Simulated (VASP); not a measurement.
# TlNiS2 (R-3m) in VASP: single point with PBE+U

Aim: the single point of TlNiS2 with PBE+U.

Everything below comes from runs of VASP 6.6.1. Logs are shortened: lines on timing, memory, paths and dates and some standing lists are left out, and cuts for length are marked.

## (1) The cell of the first run

It takes space group R-3m (No. 166, trigonal). Conventional cell: a = 3.775 Å, b = 3.775 Å, c = 20.555 Å, α = 90.00°, β = 90.00°, γ = 120.00°. Tl (site symmetry -3m) has 6 S at 3.00 Å and 6 Tl at 3.77 Å within 3.9 Å. Ni (site symmetry -3m) has 6 S at 2.57 Å within 3.4 Å. S (site symmetry 3m) has 3 Ni at 2.57 Å and 3 Tl at 3.00 Å and 3 S at 3.50 Å within 3.6 Å.

## (2) Single point, PBE+U, collinear spin, ferromagnetic start

The input, INCAR:

```
ALGO = Normal ; EDIFF = 1E-7
ENCUT = 520 ; GGA = PE
ISIF = 2 ; ISMEAR = 0
ISPIN = 2 ; LASPH = T
LCHARG = F ; LDAU = T
LDAUJ = 0 0.9 0 ; LDAUL = -1 2 -1
LDAUPRINT = 1 ; LDAUTYPE = 1
LDAUU = 0 4 0 ; LMAXMIX = 4
LORBIT = 11 ; LREAL = F
LWAVE = F ; MAGMOM = 0 3 0 0
NBANDS = 30 ; NELM = 150
PREC = Accurate ; SIGMA = 0.05
```

The input, KPOINTS:

```
k-points
0
Gamma
  6 6 6
```

The input, POSCAR:

```
TlNiS2
1.0
    1.8872841500      1.0896240100      6.8515616300
   -1.8872841500      1.0896240100      6.8515616300
    0.0000000000     -2.1792480200      6.8515616300
Tl Ni S
1 1 2
Direct
    0.5000000000      0.5000000000      0.5000000000
    0.0000000000      0.0000000000      0.0000000000
    0.2667000000      0.2667000000      0.2667000000
    0.7333000000      0.7333000000      0.7333000000
```

Potentials or basis: VASP PAW PBE potentials, release 64 (Tl_d, Ni, S).

Command:

```
> cat potpaw_PBE.64/Tl_d/POTCAR potpaw_PBE.64/Ni/POTCAR potpaw_PBE.64/S/POTCAR > POTCAR
> mpirun -np 1 vasp_std > vasp.out
```

OUTCAR:

```text
EDIFF = 1E-7
   ENCUT = 520
   GGA = PE
   ISIF = 2
   ISMEAR = 0
   ISPIN = 2
   LASPH = T
   LORBIT = 11
   LREAL = F
   NELM = 150
   PREC = Accurate

 ion  position               nearest neighbor table
   1  0.500  0.500  0.500-   3 3.00   4 3.00   3 3.00   3 3.00   4 3.00   4 3.00
   2  0.000  0.000  0.000-   4 2.57   3 2.57   4 2.57   4 2.57   3 2.57   3 2.57
   3  0.267  0.267  0.267-   2 2.57   2 2.57   2 2.57   1 3.00   1 3.00   1 3.00
   4  0.733  0.733  0.733-   2 2.57   2 2.57   2 2.57   1 3.00   1 3.00   1 3.00

  LATTYP: Found a trigonal (rhomboedric) cell.
 ALAT       =     7.1897857211
 COS(alpha) =     0.8621925536

  Lattice vectors:

 A1 = (   1.8872841500,   1.0896240100,   6.8515616300)
 A2 = (  -1.8872841500,   1.0896240100,   6.8515616300)
 A3 = (   0.0000000000,  -2.1792480200,   6.8515616300)

Analysis of symmetry for initial positions (statically):
=====================================================================
 Subroutine PRICEL returns:
 Original cell was already a primitive cell.

 Routine SETGRP: Setting up the symmetry group for a
 trigonal (rhombohedral) supercell.

 Subroutine GETGRP returns: Found 12 space group operations
 (whereof 12 operations were pure point group operations)
 out of a pool of 12 trial point group operations.

The static configuration has the point symmetry D_3d.

Analysis of symmetry for dynamics (positions and initial velocities):
=====================================================================
 Subroutine PRICEL returns:
 Original cell was already a primitive cell.

 Routine SETGRP: Setting up the symmetry group for a
 trigonal (rhombohedral) supercell.

 Subroutine GETGRP returns: Found 12 space group operations
 (whereof 12 operations were pure point group operations)
 out of a pool of 12 trial point group operations.

The dynamic configuration has the point symmetry D_3d.

Analysis of structural, dynamic, and magnetic symmetry:
=====================================================================
 Subroutine PRICEL returns:
 Original cell was already a primitive cell.

 Routine SETGRP: Setting up the symmetry group for a
 trigonal (rhombohedral) supercell.

 Subroutine GETGRP returns: Found 12 space group operations
 (whereof 12 operations were pure point group operations)
 out of a pool of 12 trial point group operations.

The overall configuration has the point symmetry D_3d.

 Subroutine INISYM returns: Found 12 space group operations
 (whereof 12 operations are pure point group operations),
 and found     1 'primitive' translations

----------------------------------------------------------------------------------------

                                     Primitive cell

  volume of cell :      84.5385

  direct lattice vectors                    reciprocal lattice vectors
     1.887284150  1.089624010  6.851561630     0.264930959  0.152957961  0.048650709
    -1.887284150  1.089624010  6.851561630    -0.264930959  0.152957961  0.048650709
     0.000000000 -2.179248020  6.851561630     0.000000000 -0.305915922  0.048650709

  length of vectors
     7.189785721  7.189785721  7.189785720     0.309760298  0.309760298  0.309760299

  position of ions in fractional coordinates (direct lattice)
     0.500000000  0.500000000  0.500000000
     0.000000000  0.000000000  0.000000000
     0.266700000  0.266700000  0.266700000
     0.733300000  0.733300000  0.733300000

  ion indices of the primitive-cell ions
   primitive index   ion index
                 1           1
                 2           2
                 3           3
                 4           4

[... 78 lines left out ...]
   ISYM   =      2    0-nonsym 1-usesym 2-fastsym
   POTIM  = 0.5000    time-step for ionic-motion
   TEBEG  =    0.0;   TEEND  =   0.0 temperature during run
   PSTRESS=    0.0 pullay stress
   NELECT =      35.0000    total number of electrons
   NUPDOWN=      -1.0000    fix difference up-down
   EMIN   =  10.00;   EMAX   =-10.00  energy-range for DOS
   EFERMI =   0.00;   METHOD = LEGACY
   ISMEAR =     0;   SIGMA  =   0.05  broadening in eV -4-tet -1-fermi 0-gaus
   EFERMI_NEDOS =   21; number of points for ismear=-14 and -15
   IALGO  =     38    algorithm
   IMIX   =      4    mixing-type and parameters
     AMIX     =   0.40;   BMIX     =  1.00
     AMIX_MAG =   1.60;   BMIX_MAG =  1.00
  volume/ion in A,a.u.               =      21.13       142.62
  Fermi-wavevector in a.u.,A,eV,Ry     =   1.220148  2.305746 20.255832  1.488762
  Thomas-Fermi vector in A             =   2.355376
   LORBIT       =     11    0 simple, 1 ext, 2 COOP (PROOUT), +10 PAW based schemes
 LDA+U is selected, type is set to LDAUTYPE =  1
   angular momentum for each species LDAUL =    -1    2   -1
   U (eV)           for each species LDAUU =   0.0  4.0  0.0
   J (eV)           for each species LDAUJ =   0.0  0.9  0.0
   GGA     = PE    functional components
   LHFCALC =     F    Hartree Fock is set to
   AEXX    =    0.0000 exact exchange contribution
   IVDW    =     0    specifies the selected vdW correction
   LEPSILON=     F    determine dielectric tensor
   LRPA    =     F    only Hartree local field effects (RPA)
 spin polarized calculation
 Gauss-broadening in eV      SIGMA  =   0.05
  energy-cutoff  :      520.00
  volume of cell :       84.54
 maximum number of plane-waves:      2295
 NGX is ok and might be reduce to    54
   NGX = 27   NGY = 27   NGZ = 27

atom =   2  type =  2  l = 2

 onsite density matrix

spin component  1

  0.9588 -0.0000 -0.0000  0.0047  0.0000
 -0.0000  0.9637 -0.0000  0.0000  0.0047
 -0.0000 -0.0000  0.9539  0.0000 -0.0000
  0.0047  0.0000  0.0000  0.9637 -0.0000
  0.0000  0.0047 -0.0000 -0.0000  0.9588

spin component  2

  0.7203  0.0000 -0.0000 -0.3309  0.0000
  0.0000  0.4910  0.0000  0.0000 -0.3309
 -0.0000  0.0000  0.9529 -0.0000 -0.0000
 -0.3309  0.0000 -0.0000  0.4910  0.0000
  0.0000 -0.3309 -0.0000  0.0000  0.7203

 occupancies and eigenvectors

  o =  0.2554  v =  0.0000  0.0000  0.0000  0.0000  0.0000  0.0000  0.8147  0.0000  0.0000  0.5799      0.0000  0.0000  0.0000  0.0000  0.0000  0.0000  0.0000  0.0000  0.0000  0.0000
  o =  0.2554  v =  0.0000  0.0000  0.0000  0.0000  0.0000 -0.5799  0.0000 -0.0000 -0.8147  0.0000      0.0000  0.0000  0.0000  0.0000  0.0000  0.0000  0.0000  0.0000  0.0000  0.0000
  o =  0.9529  v =  0.0000  0.0000  0.0000  0.0000  0.0000  0.0000  0.0000 -1.0000  0.0000 -0.0000      0.0000  0.0000  0.0000  0.0000  0.0000  0.0000  0.0000  0.0000  0.0000  0.0000
  o =  0.9539  v =  0.0000  0.0000 -1.0000 -0.0000 -0.0000  0.0000  0.0000  0.0000  0.0000  0.0000      0.0000  0.0000  0.0000  0.0000  0.0000  0.0000  0.0000  0.0000  0.0000  0.0000
  o =  0.9558  v =  0.0000  0.0000  0.0000  0.0000  0.0000  0.0000 -0.5799 -0.0000  0.0000  0.8147      0.0000  0.0000  0.0000  0.0000  0.0000  0.0000  0.0000  0.0000  0.0000  0.0000
  o =  0.9558  v =  0.0000  0.0000  0.0000  0.0000  0.0000 -0.8147  0.0000  0.0000  0.5799 -0.0000      0.0000  0.0000  0.0000  0.0000  0.0000  0.0000  0.0000  0.0000  0.0000  0.0000
  o =  0.9559  v =  0.0000 -0.5188 -0.0000 -0.0000  0.8549  0.0000  0.0000  0.0000  0.0000  0.0000      0.0000  0.0000  0.0000  0.0000  0.0000  0.0000  0.0000  0.0000  0.0000  0.0000
  o =  0.9559  v = -0.8549 -0.0000 -0.0000  0.5188  0.0000  0.0000  0.0000  0.0000  0.0000  0.0000      0.0000  0.0000  0.0000  0.0000  0.0000  0.0000  0.0000  0.0000  0.0000  0.0000
  o =  0.9666  v =  0.0000 -0.8549  0.0000 -0.0000 -0.5188  0.0000  0.0000  0.0000  0.0000  0.0000      0.0000  0.0000  0.0000  0.0000  0.0000  0.0000  0.0000  0.0000  0.0000  0.0000
  o =  0.9666  v =  0.5188 -0.0000 -0.0000  0.8549  0.0000  0.0000  0.0000  0.0000  0.0000  0.0000      0.0000  0.0000  0.0000  0.0000  0.0000  0.0000  0.0000  0.0000  0.0000  0.0000

 number of electron      35.0000006 magnetization       1.4568923

 Free energy of the ion-electron system (eV)
  ---------------------------------------------------
  ext. energy  EPLUGINS =         0.00000000
  ---------------------------------------------------
  free energy    TOTEN  =       -15.05363723 eV

  energy without entropy =      -15.05092593  energy(sigma->0) =      -15.05228158

 E-fermi :   4.8045     XC(G=0): -10.1049

 val. band max:        4.7949263367   @ k =   0.1667   0.1667   0.1667
 cond. band min:       4.8044661614   @ k =   0.5000   0.5000  -0.0000
 fundamental gap:      0.0095398247
 Fermi energy:         4.8044597119

 spin component 1

 k-point     1 :       0.0000    0.0000    0.0000
  band No.  band energies     occupation
      1      -8.0989      1.00000
      2      -6.9450      1.00000
      3      -5.8118      1.00000
      4      -5.8118      1.00000
      5      -5.7679      1.00000
      6      -5.6216      1.00000
[... 1529 lines left out ...]
     28      15.4298      0.00000
     29      17.0222      0.00000

 [... further k-points ...]

 [bands above 29 left out]

------------------------ aborting loop because EDIFF is reached ----------------------------------------

  FORCE on cell =-STRESS in cart. coord.  units (eV):
  Direction    XX          YY          ZZ          XY          YZ          ZX
  --------------------------------------------------------------------------------------
  -------------------------------------------------------------------------------------
  Total       -2.1601641     -2.1601641     -3.7577702     -0.0000000      0.0000000      0.0000000
  in kB      -40.9395016    -40.9395015    -71.2173861     -0.0000000      0.0000000      0.0000000
  external PRESSURE =     -51.0321297 kB  Pullay stress =       0.0000000 kB

 VOLUME and BASIS-vectors are now :
 -----------------------------------------------------------------------------
  energy-cutoff  :      520.00
  volume of cell :       84.54
      direct lattice vectors                 reciprocal lattice vectors
     1.887284150  1.089624010  6.851561630     0.264930959  0.152957961  0.048650709
    -1.887284150  1.089624010  6.851561630    -0.264930959  0.152957961  0.048650709
     0.000000000 -2.179248020  6.851561630     0.000000000 -0.305915922  0.048650709

 POSITION                                       TOTAL-FORCE (eV/Angst)
 -----------------------------------------------------------------------------------
      0.00000      0.00000     10.27734        -0.000000     -0.000000     -0.000000
      0.00000      0.00000      0.00000         0.000000     -0.000000      0.000000
      0.00000      0.00000      5.48193         0.000000      0.000000      0.700269
      0.00000      0.00000     15.07275         0.000000     -0.000000     -0.700269
 -----------------------------------------------------------------------------------
    total drift:                                0.000000      0.000000     -0.000000

  FREE ENERGIE OF THE ION-ELECTRON SYSTEM (eV)
  ---------------------------------------------------
  free  energy   TOTEN  =       -15.0536372327 eV

  energy  without entropy=      -15.0509259277  energy(sigma->0) =      -15.05228158

 total charge

# of ion       s       p       d       tot
------------------------------------------
    1        1.171   0.273   9.684  11.128
    2        0.334   0.296   8.156   8.786
    3        1.355   2.282   0.000   3.637
    4        1.355   2.282   0.000   3.637
--------------------------------------------------
tot          4.216   5.133  17.840  27.188

 magnetization (x)

# of ion       s       p       d       tot
------------------------------------------
    1       -0.054   0.022   0.001  -0.031
    2        0.008   0.001   1.424   1.433
    3        0.008  -0.001   0.000   0.008
    4        0.008  -0.001   0.000   0.008
--------------------------------------------------
tot         -0.030   0.022   1.425   1.417
```

Wall time 20 min (1 thread of AMD EPYC 7R43 (Zen 3), shared host); peak memory 0.56 GiB.

Results:

| Property | Result |
| --- | --- |
| Free energy | -15.0536 eV |
| Pressure | -5.1 GPa |
| Largest force | 0.700 eV/Å |
| Net moment | 1.46 μB per cell |
| Site moments | Tl -0.03; Ni +1.43; S +0.01 μB |
| Valence electrons inside the program's atomic spheres | Tl 11.13; Ni 8.79; S 3.64 |

Forces in eV/Å, atoms in the order of the input:
```
Tl   0.000  0.000  0.000
Ni   0.000  0.000  0.000
S    0.000  0.000  0.700
S    0.000  0.000 -0.700
```

Eigenvalues of the final occupation matrices:
```
    site  spin  trace               eigenvalues
site 2 d     1   4.80  0.95 0.96 0.96 0.97 0.97
site 2 d     2   3.38  0.26 0.26 0.95 0.96 0.96
```

Caveat: the cell stands under tension; spin-orbit coupling is left out, which moves the levels of the heavy elements; a cell with one magnetic atom can't hold antiferromagnetic order, which such compounds often take. The state reached can hang on the start; a lower one may exist.
